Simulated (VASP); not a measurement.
The system is ScAu3.

```
Sc Au
1.0
     0.00000    3.31449    3.31449
     3.31449    0.00000    3.31449
     3.31449    3.31449    0.00000
Sc Au
1 3
Direct
  0.00000 0.00000 0.00000
  0.25000 0.25000 0.25000
  0.75000 0.75000 0.75000
  0.50000 0.50000 0.50000
```

```yaml
Program: VASP 6.6.1
Task: relaxation of cell and atoms
Functional: PBEsol
Potentials_or_basis: VASP PAW PBE potentials, release 64 (Sc_sv, Au)
Cutoff: 500 eV
k_mesh: 7 × 7 × 7
Occupations: methfessel-paxton, width 0.05 eV
Spin: no spin polarisation
```

At the start: pressure -4.4 GPa; volume 18.21 Å³/atom.

Problem. Where does the relaxation end?

Solution. Over 3 steps the energy falls by 8.6 meV/atom and the volume is 17.61 Å³/atom (-3.3 %); space group Fm-3m (No. 225, to 0.1 Å) before and after.

The path:
| step | energy change (eV) | largest force (eV/Å) | pressure (GPa) | volume (Å³) |
| --- | --- | --- | --- | --- |
| 1 | 0.0000 | 0.0000 | -4.42 | 72.82 |
| 2 | 0.0199 | 0.0000 | 6.55 | 67.66 |
| 3 | -0.0344 | 0.0000 | -0.04 | 70.45 |

Final structure:
```xyz
4
Lattice="0.0000 3.2781 3.2781 3.2781 0.0000 3.2781 3.2781 3.2781 0.0000" Properties=species:S:1:pos:R:3 pbc="T T T"
Sc    0.0000    0.0000    0.0000
Au    1.6391    1.6391    1.6391
Au    4.9172    4.9172    4.9172
Au    3.2781    3.2781    3.2781
```

Caveat: the PAW data sets were made with another functional, which shifts forces and pressure a little.
